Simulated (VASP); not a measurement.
# In (I4/mmm) in VASP: notebook, part 2 of 2

VASP 6.6.1. Earlier steps stand in the parts before.

## (4) Single point, LDA (21.61 Å³/atom)

The input, INCAR:

```
ALGO     = Fast           # electronic algorithm
EDIFF    = 1E-6           # SCF threshold, eV
ENCUT    = 520            # plane-wave cutoff, eV
GGA      = CA             # functional
ISIF     = 2              # what is computed and relaxed
ISMEAR   = 0              # smearing method
LASPH    = True           # aspherical terms in the spheres
LCHARG   = True           # write CHGCAR
LELF     = True           # ELF
LREAL    = False          # projectors in reciprocal space
LVHAR    = True         
LWAVE    = False          # write WAVECAR
NBANDS   = 12             # bands
NELM     = 80             # most SCF steps
PREC     = Accurate       # precision mode
SIGMA    = 0.15           # smearing width, eV
```

The input, KPOINTS:

```
k-points
0
Gamma
  22 22 22
```

The input, POSCAR:

```
In
1.0
   -1.5505486878      1.5505486878      2.2469001035
    1.5505486878     -1.5505486878      2.2469001035
    1.5505486878      1.5505486878     -2.2469001035
In
1
Direct
    0.0000000000      0.0000000000      0.0000000000
```

Potentials or basis: VASP PAW LDA potentials, release 64 (In_d).

On the command line:

```console
cat potpaw_LDA.64/In_d/POTCAR > POTCAR
mpirun -np 1 vasp_std > vasp.out
```

OUTCAR:

```text
EDIFF = 1E-6
   ENCUT = 520
   GGA = CA
   ISIF = 2
   ISMEAR = 0
   LASPH = True
   LREAL = False
   NELM = 80
   PREC = Accurate

 ion  position               nearest neighbor table
   1  0.000  0.000  0.000-

  LATTYP: Found a body centered tetragonal cell.
 ALAT       =     3.1010973756
 C/A-ratio  =     1.4491000000

  Lattice vectors:

 A1 = (  -1.5505486878,   1.5505486878,   2.2469001035)
 A2 = (   1.5505486878,  -1.5505486878,   2.2469001035)
 A3 = (   1.5505486878,   1.5505486878,  -2.2469001035)
[... 539 lines left out ...]
     12      24.4340      0.00000

 [... further k-points ...]

------------------------ aborting loop because EDIFF is reached ----------------------------------------

  FORCE on cell =-STRESS in cart. coord.  units (eV):
  Direction    XX          YY          ZZ          XY          YZ          ZX
  --------------------------------------------------------------------------------------
  -------------------------------------------------------------------------------------
  Total        1.3396676      1.3396676      1.4030837      0.0000000     -0.0000000      0.0000000
  in kB       99.3328862     99.3328862    104.0350250      0.0000000     -0.0000000      0.0000000
  external PRESSURE =     100.9002658 kB  Pullay stress =       0.0000000 kB

 VOLUME and BASIS-vectors are now :
 -----------------------------------------------------------------------------
  energy-cutoff  :      520.00
  volume of cell :       21.61
      direct lattice vectors                 reciprocal lattice vectors
    -1.550548688  1.550548688  2.246900103     0.000000000  0.322466495  0.222528807
     1.550548688 -1.550548688  2.246900103     0.322466495  0.000000000  0.222528807
     1.550548688  1.550548688 -2.246900103     0.322466495  0.322466495  0.000000000

 POSITION                                       TOTAL-FORCE (eV/Angst)
 -----------------------------------------------------------------------------------
      0.00000      0.00000      0.00000         0.000000      0.000000      0.000000
 -----------------------------------------------------------------------------------
    total drift:                                0.000000      0.000000      0.000000

  FREE ENERGIE OF THE ION-ELECTRON SYSTEM (eV)
  ---------------------------------------------------
  free  energy   TOTEN  =        -3.1413003959 eV

  energy  without entropy=       -3.1362737259  energy(sigma->0) =       -3.13878706
```

OSZICAR:

```text
N       E                     dE             d eps       ncg     rms          rms(c)
DAV:   1     0.777150171845E+02    0.77715E+02   -0.63075E+03 20480   0.146E+03
DAV:   2     0.417198400367E+00   -0.77298E+02   -0.75062E+02 21000   0.296E+02
DAV:   3    -0.311828769592E+01   -0.35355E+01   -0.35231E+01 23940   0.647E+01
DAV:   4    -0.319280701237E+01   -0.74519E-01   -0.74494E-01 24772   0.899E+00
DAV:   5    -0.319613893981E+01   -0.33319E-02   -0.33318E-02 27664   0.175E+00    0.362E+00
RMM:   6    -0.315306934805E+01    0.43070E-01   -0.41640E-02 24843   0.327E+00    0.191E+00
RMM:   7    -0.314203298581E+01    0.11036E-01   -0.16663E-02 23997   0.164E+00    0.361E-01
RMM:   8    -0.314123596785E+01    0.79702E-03   -0.28485E-03 29893   0.728E-01    0.153E-01
RMM:   9    -0.314130896095E+01   -0.72993E-04   -0.68462E-04 31983   0.245E-01    0.242E-01
RMM:  10    -0.314134206756E+01   -0.33107E-04   -0.20739E-04 29401   0.161E-01    0.136E-01
RMM:  11    -0.314130022164E+01    0.41846E-04   -0.91004E-05 26737   0.163E-01    0.741E-02
RMM:  12    -0.314130027415E+01   -0.52509E-07   -0.36984E-05 31431   0.607E-02    0.799E-02
RMM:  13    -0.314130039590E+01   -0.12175E-06   -0.52744E-06 19220   0.220E-02
   1 F= -.31413004E+01 E0= -.31387871E+01  d E =-.502667E-02
```

Run time: 3.4 min. Hardware: 1 thread of Intel Xeon 8259CL, shared host; peak memory 0.3 GiB.

What came out:

| Item | Value |
| --- | --- |
| Free energy | -3.1413 eV |
| Pressure | 10.1 GPa |
| Band gap on the k mesh | zero (an odd number of electrons rules out a gap without spin polarisation) |

Stress tensor (GPa, compression positive):
```
 9.93  0.00  0.00
 0.00  9.93  0.00
 0.00  0.00 10.40
```

Levels at points of the mesh, in eV from the Fermi level:
```csv
k point,band 4,band 5,band 6,band 7,band 8,band 9
"(0.00, 0.00, 0.00)",-14.67,-14.62,-11.11,11.86,12.12,12.12
"(0.50, 0.00, 0.00)",-14.40,-14.38,-4.54,-4.36,9.30,9.90
"(0.50, 0.50, 0.00)",-14.35,-14.30,-2.87,-1.66,4.12,4.25
"(0.50, 0.50, 0.50)",-14.33,-14.33,-3.16,-2.17,4.57,4.57
```

Caveat: the cell stands under pressure; spin-orbit coupling is left out, which moves the levels of the heavy elements.

## (5) Single point, LDA (22.59 Å³/atom)

This run uses another cell than the first one, of 22.59 Å³/atom.

The input, INCAR:

```
PREC = Accurate
ENCUT = 520
EDIFF = 1E-6
ISMEAR = 0
SIGMA = 0.15
LREAL = F
LASPH = T
NELM = 60
ALGO = Fast
ISIF = 2
LWAVE = F
LCHARG = F
GGA = CA
NBANDS = 12
```

The input, KPOINTS:

```
Automatic mesh
0
Gamma
  22 22 22
```

The input, POSCAR:

```
In
1.0
   -1.5527575217      1.5527575217      2.3423347215
    1.5527575217     -1.5527575217      2.3423347215
    1.5527575217      1.5527575217     -2.3423347215
In
1
Direct
    0.0000000000      0.0000000000      0.0000000000
```

On the command line:

```console
cat potpaw_LDA.64/In_d/POTCAR > POTCAR
mpirun -np 1 vasp_std > vasp.out
```

Run time: 4.5 min. Hardware: 1 thread of Intel Xeon 8259CL, shared host; peak memory 0.32 GiB.

Results (log left out):

- Free energy: -3.1877 eV
- Pressure: 5.4 GPa
- Band gap on the k mesh: zero (an odd number of electrons rules out a gap without spin polarisation)

Levels at points of the mesh, in eV from the Fermi level:
| k point | band 3 | band 4 | band 5 | band 6 | band 7 | band 8 | band 9 | band 10 |
| --- | --- | --- | --- | --- | --- | --- | --- | --- |
| (0.00, 0.00, 0.00) | -14.77 | -14.63 | -14.49 | -10.71 | 11.72 | 11.72 | 11.87 | 11.91 |
| (0.50, 0.00, 0.00) | -14.75 | -14.35 | -14.30 | -4.48 | -4.10 | 8.40 | 10.04 | 11.42 |
| (0.50, 0.50, 0.00) | -14.35 | -14.32 | -14.21 | -2.51 | -1.46 | 3.77 | 4.13 | 7.91 |
| (0.50, 0.50, 0.50) | -14.33 | -14.28 | -14.28 | -3.24 | -2.76 | 4.92 | 4.92 | 8.86 |

Caveat: the cell stands under pressure; spin-orbit coupling is left out, which moves the levels of the heavy elements.

## (6) Summary

| cell | gap on the mesh (eV) | pressure (GPa) |
| --- | --- | --- |
| a = 3.118 Å, angles 119.5, 119.5, 90.9°, 1 atom | none | 10.1 |
| a = 3.163 Å, angles 122.2, 122.2, 86.3°, 1 atom | none | 10.1 |
| a = 3.140 Å, angles 120.8, 120.8, 88.6°, 1 atom | none | 10.1 |
| a = 3.211 Å, angles 122.2, 122.2, 86.3°, 1 atom | none | 5.4 |

Alike in all rows: task single point; level LDA; potentials or basis VASP PAW LDA potentials, release 64 (In_d); no spin polarisation; k mesh 22 × 22 × 22; cutoff (eV) 520; smearing gaussian 0.15 eV.

Caveats: the cell stands under pressure; spin-orbit coupling is left out, which moves the levels of the heavy elements.

Absolute energies hang on the potentials; compare differences alone.
